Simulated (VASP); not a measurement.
Write the native input for VASP 6.6.1 that does the following.

| Property | Result |
| --- | --- |
| Task | single point |
| Functional | LDA |
| Potentials or basis | VASP PAW LDA potentials, release 64 (Ba_sv, Zr_sv, O) |
| Cutoff | 520 eV |
| k mesh | 1 × 2 × 2, shifted |
| Occupations | gaussian, width 0.01 eV |
| Spin | no spin polarisation |
| Dipole correction | no |
| Further INCAR settings | ALGO = Normal; EDIFF = 1e-06; NBANDS = 51 |

The structure of BaZrO3 lies in POSCAR:

```
BaZrO3
1.0
    8.3826800000      0.0000000000      0.0000000000
    0.0000000000      4.1913400000      0.0000000000
    0.0000000000      0.0000000000      4.1913400000
Ba Zr O
2 2 6
Direct
   -0.0070892602     -0.0269305282      0.0026738466
    0.4929356721      0.0361936755      0.0013950193
    0.2608489171      0.5023231234      0.5037551237
    0.7562995367      0.4834866654      0.5054075785
   -0.0021966722      0.5086647707      0.4872153058
    0.2549376810      0.0067672868      0.4871828580
    0.2628982617      0.5098689202     -0.0113257335
    0.4988070641      0.4902167326      0.4809316352
    0.7503310397     -0.0078208878      0.4771979844
    0.7589338970      0.4937022527     -0.0083705927
```

One way to write it, as run:

INCAR

```
SYSTEM = BaZrO3
PREC     = Accurate       ! precision mode
ENCUT    = 520            ! plane-wave cutoff, eV
EDIFF    = 1E-6           ! SCF threshold, eV
ISMEAR   = 0              ! smearing method
SIGMA    = 0.01           ! smearing width, eV
LREAL    = .FALSE.        ! projectors in reciprocal space
LASPH    = .TRUE.         ! aspherical terms in the spheres
NELM     = 120            ! most SCF steps
ALGO     = Normal         ! electronic algorithm
ISIF     = 2              ! what is computed and relaxed
LWAVE    = .FALSE.        ! write WAVECAR
LCHARG   = .FALSE.        ! write CHGCAR
GGA      = CA             ! functional
NBANDS   = 51             ! bands
GGA_COMPAT= .FALSE.
```

KPOINTS

```
Automatic mesh
0
Gamma
  1 2 2
  0.5 0.5 0.5
```

Potentials or basis: VASP PAW LDA potentials, release 64 (Ba_sv, Zr_sv, O).

The run is started by

```sh
$ cat potpaw_LDA.64/Ba_sv/POTCAR potpaw_LDA.64/Zr_sv/POTCAR potpaw_LDA.64/O/POTCAR > POTCAR
$ mpirun -np 1 vasp_std > vasp.out
```

Results of the run:

```yaml
Pressure: -2.8 GPa
Largest_force: 1.846 eV/Å
Band_gap_on_the_k_mesh: 5.40 eV
```

Caveat: the k points lie up to 0.75 Å⁻¹ apart; spin-orbit coupling is left out, which moves the levels of the heavy elements; a shifted mesh leaves out Γ, where band edges can lie; forces of over 1 eV/Å act on the atoms, so gaps and moduli don't describe the material at rest.

It took 12 s on 1 thread of Intel Xeon 8259CL (shared host), peak memory 0.17 GiB.
